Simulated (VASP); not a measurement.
Runs of VASP 6.6.1 on BeSn2C2. The structure is that of space group P-3m1 (No. 164), or close to it. The cells are those of the table. 

```tsv
task	cell	k mesh	cutoff (eV)	gap on the mesh (eV)	pressure (GPa)	relaxed volume (Å³/atom)	largest force (eV/Å)
relaxation of cell and atoms	relaxed from a = 3.829, b = 3.829, c = 6.501 Å, angles 90.0, 90.0, 120.0°, 5 atoms	6 × 6 × 4	600	none	0.0	(a)	0.04
relaxation of cell and atoms	relaxed from a = 3.688, b = 3.688, c = 7.004 Å, angles 90.0, 90.0, 120.0°, 5 atoms	12 × 12 × 6	600	none	0.0	16.56	-
single point	a = 3.675, b = 3.675, c = 7.069 Å, angles 90.0, 90.0, 120.0°, 5 atoms	12 × 12 × 6	520	none	0.0	-	(b)
single point	a = 3.829, b = 3.829, c = 6.501 Å, angles 90.0, 90.0, 120.0°, 5 atoms	6 × 6 × 4	520	none	-3.9	-	0.94
single point	a = 3.688, b = 3.688, c = 7.004 Å, angles 90.0, 90.0, 120.0°, 5 atoms	6 × 6 × 4	520	none	0.1	-	0.03
```

Alike in all rows: level PBE; potentials or basis VASP PAW PBE potentials, release 64 (Be, Sn_d, C); no spin polarisation; smearing gaussian 0.1 eV.

Estimate the missing entries.

(a) 16.59; (b) 0.01.

Caveats: spin-orbit coupling is left out, which moves the levels of the heavy elements.

A k mesh can miss the band edges, and the runs leave out spin-orbit coupling on Sn.

A gap of «none» marks levels without a gap at the run's occupations.
